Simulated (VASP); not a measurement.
# PbSe in VASP: relaxation of the atoms with PBEsol

Aim: the relaxation of the atoms of PbSe with PBEsol.

Program: VASP 6.6.1. These are calculated values, not measurements. Logs are shortened: lines on timing, memory, paths and dates and some standing lists are left out, and cuts for length are marked.

## Step 1: The cell of the first run

The cell holds a slab with vacuum, 8 atoms: a = 4.313 Å, b = 4.313 Å, c = 22.150 Å, α = 90.00°, β = 90.00°, γ = 90.00°.

## Step 2: Relaxation of the atoms, PBEsol

Contents of INCAR:

```
ALGO     = Normal         # electronic algorithm
EDIFF    = 1E-7           # SCF threshold, eV
EDIFFG   = -0.03          # ionic threshold
ENCUT    = 520            # plane-wave cutoff, eV
GGA      = PS             # functional
IBRION   = 2              # ionic algorithm
ISIF     = 2              # what is computed and relaxed
ISMEAR   = -1             # smearing method
KPAR     = 4            
LASPH    = True           # aspherical terms in the spheres
LCHARG   = False          # write CHGCAR
LREAL    = False          # projectors in reciprocal space
LWAVE    = False          # write WAVECAR
NELM     = 60             # most SCF steps
NSW      = 100            # ionic steps
PREC     = Accurate       # precision mode
SIGMA    = 0.05           # smearing width, eV
```

Contents of KPOINTS:

```
k-points
0
Gamma
  6 6 1
```

Contents of POSCAR:

```
PbSe
1.0
    3.0500000000      3.0500000000      0.0000000000
   -3.0500000000      3.0500000000      0.0000000000
    0.0000000000      0.0000000000     22.1500000000
Se Pb
4 4
Direct
    0.5036400000      0.4937030000      0.2933810000
    0.5000020000      0.5052990000      0.5682720000
    0.0008380000      0.0081310000      0.4309520000
    0.0097300000      0.9929950000      0.7072190000
    0.9889030000      0.0016380000      0.2938310000
    0.9992260000      0.9981540000      0.5697930000
    0.4908040000      0.4995260000      0.4305100000
    0.5010180000      0.5073440000      0.7068960000
```

Potentials or basis: VASP PAW PBE potentials, release 64 (Se, Pb_d).

On the command line:

```console
> cat potpaw_PBE.64/Se/POTCAR potpaw_PBE.64/Pb_d/POTCAR > POTCAR
> mpirun -np 4 vasp_std > vasp.out
```

OUTCAR:

```text
EDIFF = 1E-7
   EDIFFG = -0.03
   ENCUT = 520
   GGA = PS
   IBRION = 2
   ISIF = 2
   ISMEAR = -1
   LASPH = True
   LREAL = False
   NELM = 60
   NSW = 100
   PREC = Accurate

 ion  position               nearest neighbor table
   1  0.504  0.494  0.293-   5 2.98   5 3.03   7 3.04   5 3.07   5 3.12
   2  0.500  0.505  0.568-   6 3.03   6 3.03   7 3.05   6 3.07   8 3.07   6 3.07
   3  0.001  0.008  0.431-   7 2.99   5 3.04   7 3.05   7 3.05   6 3.08   7 3.11
   4  0.010  0.993  0.707-   8 2.98   8 3.03   6 3.04   8 3.07   8 3.12
   5  0.989  0.002  0.294-   1 2.98   1 3.03   3 3.04   1 3.07   1 3.12
   6  0.999  0.998  0.570-   2 3.03   2 3.03   4 3.04   2 3.07   2 3.07   3 3.08
   7  0.491  0.500  0.431-   3 2.99   1 3.04   3 3.05   2 3.05   3 3.05   3 3.11
   8  0.501  0.507  0.707-   4 2.98   4 3.03   4 3.07   2 3.07   4 3.12

  LATTYP: Found a simple tetragonal cell.
 ALAT       =     4.3133513652
 C/A-ratio  =     5.1352180994

  Lattice vectors:

 A1 = (   3.0500000000,   3.0500000000,   0.0000000000)
 A2 = (  -3.0500000000,   3.0500000000,   0.0000000000)
 A3 = (   0.0000000000,   0.0000000000,  22.1500000000)

Analysis of symmetry for initial positions (statically):
=====================================================================
 Subroutine PRICEL returns:
 Original cell was already a primitive cell.

 Routine SETGRP: Setting up the symmetry group for a
 simple tetragonal supercell.

 Subroutine GETGRP returns: Found  1 space group operations
 (whereof  1 operations were pure point group operations)
 out of a pool of 16 trial point group operations.

The static configuration has the point symmetry C_1 .

Analysis of symmetry for dynamics (positions and initial velocities):
=====================================================================
 Subroutine PRICEL returns:
 Original cell was already a primitive cell.

 Routine SETGRP: Setting up the symmetry group for a
 simple tetragonal supercell.

 Subroutine GETGRP returns: Found  1 space group operations
 (whereof  1 operations were pure point group operations)
 out of a pool of 16 trial point group operations.

The dynamic configuration has the point symmetry C_1 .

 Subroutine INISYM returns: Found  1 space group operations
 (whereof  1 operations are pure point group operations),
 and found     1 'primitive' translations

----------------------------------------------------------------------------------------

                                     Primitive cell

  volume of cell :     412.1007

  direct lattice vectors                    reciprocal lattice vectors
     3.050000000  3.050000000  0.000000000     0.163934426  0.163934426  0.000000000
    -3.050000000  3.050000000  0.000000000    -0.163934426  0.163934426  0.000000000
[... 99 lines left out ...]
   ISYM   =      2    0-nonsym 1-usesym 2-fastsym
   POTIM  = 0.5000    time-step for ionic-motion
   TEBEG  =    0.0;   TEEND  =   0.0 temperature during run
   PSTRESS=    0.0 pullay stress
   NELECT =      80.0000    total number of electrons
   NUPDOWN=      -1.0000    fix difference up-down
   EMIN   =  10.00;   EMAX   =-10.00  energy-range for DOS
   EFERMI =   0.00;   METHOD = LEGACY
   ISMEAR =    -1;   SIGMA  =   0.05  broadening in eV -4-tet -1-fermi 0-gaus
   EFERMI_NEDOS =   21; number of points for ismear=-14 and -15
   IALGO  =     38    algorithm
   IMIX   =      4    mixing-type and parameters
     AMIX     =   0.40;   BMIX     =  1.00
     AMIX_MAG =   1.60;   BMIX_MAG =  1.00
  volume/ion in A,a.u.               =      51.51       347.62
  Fermi-wavevector in a.u.,A,eV,Ry     =   0.947917  1.791304 12.225472  0.898547
  Thomas-Fermi vector in A             =   2.076056
   LORBIT       =      0    0 simple, 1 ext, 2 COOP (PROOUT), +10 PAW based schemes
   GGA     = PS    functional components
   LHFCALC =     F    Hartree Fock is set to
   AEXX    =    0.0000 exact exchange contribution
   IVDW    =     0    specifies the selected vdW correction
   LEPSILON=     F    determine dielectric tensor
   LRPA    =     F    only Hartree local field effects (RPA)
 conjugate gradient relaxation of ions
 non-spin polarized calculation
  energy-cutoff  :      520.00
  volume of cell :      412.10
 maximum number of plane-waves:     11160
   NGX = 17   NGY = 17   NGZ = 83

--------------------------------------- Ionic step        1  -------------------------------------------

 number of electron      80.0000005 magnetization

 Free energy of the ion-electron system (eV)
  ---------------------------------------------------
  ext. energy  EPLUGINS =         0.00000000
  ---------------------------------------------------
  free energy    TOTEN  =       -34.97053045 eV

  energy without entropy =      -34.97050508  energy(sigma->0) =      -34.97051776

------------------------ aborting loop because EDIFF is reached ----------------------------------------

  FORCE on cell =-STRESS in cart. coord.  units (eV):
  Direction    XX          YY          ZZ          XY          YZ          ZX
  --------------------------------------------------------------------------------------
  -------------------------------------------------------------------------------------
  Total       -1.0708403     -1.1496639     -3.3362508      0.0054573     -0.0740551     -0.0430294
  in kB       -4.1632443     -4.4696969    -12.9707734      0.0212172     -0.2879137     -0.1672908
  external PRESSURE =      -7.2012382 kB  Pullay stress =       0.0000000 kB
[... 107 lines left out ...]
  FREE ENERGIE OF THE ION-ELECTRON SYSTEM (eV)
  ---------------------------------------------------
  free  energy   TOTEN  =       -35.1064484636 eV

  energy  without entropy=      -35.1064394172  energy(sigma->0) =      -35.10644394

[... ionic steps 4 to 7 ...]

--------------------------------------- Ionic step        8  -------------------------------------------

 number of electron      80.0000006 magnetization

------------------------ aborting loop because EDIFF is reached ----------------------------------------
[... 79 lines left out ...]
--------------------------------------- Ionic step       10  -------------------------------------------

 number of electron      80.0000005 magnetization

 Free energy of the ion-electron system (eV)
  ---------------------------------------------------
  ext. energy  EPLUGINS =         0.00000000
  ---------------------------------------------------
  free energy    TOTEN  =       -35.12471101 eV

  energy without entropy =      -35.12470663  energy(sigma->0) =      -35.12470882

 E-fermi :   1.0432     XC(G=0):  -5.8465

 val. band max:        0.4901627301   @ k =   0.5000   0.0000   0.0000
 cond. band min:       1.5902379826   @ k =   0.5000   0.0000   0.0000
 fundamental gap:      1.1000752526
 Fermi energy:         1.0432171614

 k-point     1 :       0.0000    0.0000    0.0000
  band No.  band energies     occupation
      1     -16.0534      2.00000
      2     -16.0401      2.00000
      3     -15.9229      2.00000
      4     -15.9227      2.00000
      5     -15.9219      2.00000
      6     -15.9209      2.00000
[... 1044 lines left out ...]
  FREE ENERGIE OF THE ION-ELECTRON SYSTEM (eV)
  ---------------------------------------------------
  free  energy   TOTEN  =       -35.1247110100 eV

  energy  without entropy=      -35.1247066294  energy(sigma->0) =      -35.12470882

 reached required accuracy - stopping structural energy minimisation
```

OSZICAR:

```text
N       E                     dE             d eps       ncg     rms          rms(c)
DAV:   1     0.845055009895E+03    0.84506E+03   -0.34627E+04  2024   0.151E+03
DAV:   2     0.738892938125E+02   -0.77117E+03   -0.74618E+03  2104   0.404E+02
DAV:   3    -0.301983512065E+02   -0.10409E+03   -0.10151E+03  2440   0.183E+02
[... 165 lines left out ...]
DAV:  13    -0.351247103661E+02   -0.49356E-06   -0.41403E-08  1480   0.763E-04    0.110E-04
DAV:  14    -0.351247105685E+02   -0.20237E-06   -0.11266E-08  1408   0.609E-04    0.630E-05
DAV:  15    -0.351247107898E+02   -0.22131E-06   -0.22088E-08  1392   0.401E-04    0.492E-05
DAV:  16    -0.351247109292E+02   -0.13938E-06   -0.11018E-08  1376   0.328E-04    0.475E-05
DAV:  17    -0.351247110100E+02   -0.80877E-07   -0.69220E-09  1400   0.251E-04
  10 F= -.35124711E+02 E0= -.35124709E+02  d E =-.207397E-02
```

CONTCAR:

```text
PbSe
   1.00000000000000
     3.0499999999999998    3.0499999999999998    0.0000000000000000
    -3.0499999999999998    3.0499999999999998    0.0000000000000000
     0.0000000000000000    0.0000000000000000   22.1499999999999986
  Se              Pb
     4     4
Direct
     0.4995330978020983    0.4989072877242861    0.2956110678210296
     0.5029760980967953    0.4989730206383268    0.5725254512390565
     0.9984694486050608    0.0003128037857215    0.4277491461130259
     0.0053008093411424    0.9991002997731738    0.7045359287573671
     0.9917809984151669    0.0006487484021021    0.2987499667133637
     0.9996280248067926    0.0021166970825928    0.5744536113207760
     0.4951309895992373    0.5027995392590975    0.4258460162202044
     0.5013415333337048    0.5039316033347015    0.7013828118151665

  0.00000000E+00  0.00000000E+00  0.00000000E+00
  0.00000000E+00  0.00000000E+00  0.00000000E+00
  0.00000000E+00  0.00000000E+00  0.00000000E+00
  0.00000000E+00  0.00000000E+00  0.00000000E+00
  0.00000000E+00  0.00000000E+00  0.00000000E+00
  0.00000000E+00  0.00000000E+00  0.00000000E+00
  0.00000000E+00  0.00000000E+00  0.00000000E+00
  0.00000000E+00  0.00000000E+00  0.00000000E+00
```

Run time: 15 min. Hardware: 4 MPI ranks of Intel Xeon Platinum 8488C (Sapphire Rapids), shared host; peak memory 0.66 GiB.

What came out:

* Free energy: -35.1247 eV
* Energy gained by relaxing: 19.3 meV/atom
* Ionic steps: 10
* Largest force after relaxing: 0.029 eV/Å
* Band gap on the k mesh: 1.10 eV

Forces on the atoms (eV/Å):
```
Se  -0.012 -0.006  0.006
Se  -0.012  0.005 -0.007
Se  -0.008 -0.001 -0.003
Se  -0.012 -0.003  0.004
Pb   0.008  0.011  0.025
Pb   0.015  0.001 -0.005
Pb   0.015 -0.001 -0.008
Pb   0.007 -0.005 -0.014
```

Step by step:
```csv
step,energy change (eV),largest force (eV/Å),pressure (GPa)
1,0.0000,0.4677,-0.72
2,-0.0462,0.4062,-0.65
3,-0.1359,0.2106,-0.29
4,0.0808,1.3914,1.14
5,-0.1435,0.1886,-0.17
6,-0.1447,0.1747,-0.09
7,-0.1513,0.0642,-0.04
8,-0.1521,0.0475,-0.01
9,-0.1529,0.0383,-0.02
10,-0.1542,0.0286,-0.04
```

Final structure:
```
Se Pb
1.0
     3.05000    3.05000    0.00000
    -3.05000    3.05000    0.00000
     0.00000    0.00000   22.15000
Se Pb
4 4
Direct
  0.49953 0.49891 0.29561
  0.50298 0.49897 0.57253
  0.99847 0.00031 0.42775
  0.00530 0.99910 0.70454
  0.99178 0.00065 0.29875
  0.99963 0.00212 0.57445
  0.49513 0.50280 0.42585
  0.50134 0.50393 0.70138
```

Levels at points of the mesh, in eV from the valence-band top:
```csv
k point,band 36,band 37,band 38,band 39,band 40,band 41,band 42,band 43,band 44,band 45
"(0.00, 0.00, 0.00)",-1.81,-1.59,-1.59,-1.03,-0.62,1.93,2.99,4.06,4.07,4.33
"(0.50, 0.00, 0.00)",-0.99,-0.27,-0.26,-0.01,0.00,1.10,1.11,1.53,1.55,2.18
"(0.00, 0.50, 0.00)",-0.99,-0.27,-0.26,-0.01,0.00,1.10,1.11,1.54,1.55,2.18
"(0.50, 0.50, 0.00)",-3.04,-2.30,-2.30,-1.04,-1.04,2.88,2.88,4.26,4.27,4.70
```

Caveat: there is no dipole correction, which matters where the two faces differ; the PAW data sets were made with another functional, which shifts forces and pressure a little; spin-orbit coupling is left out, which moves the levels of the heavy elements.
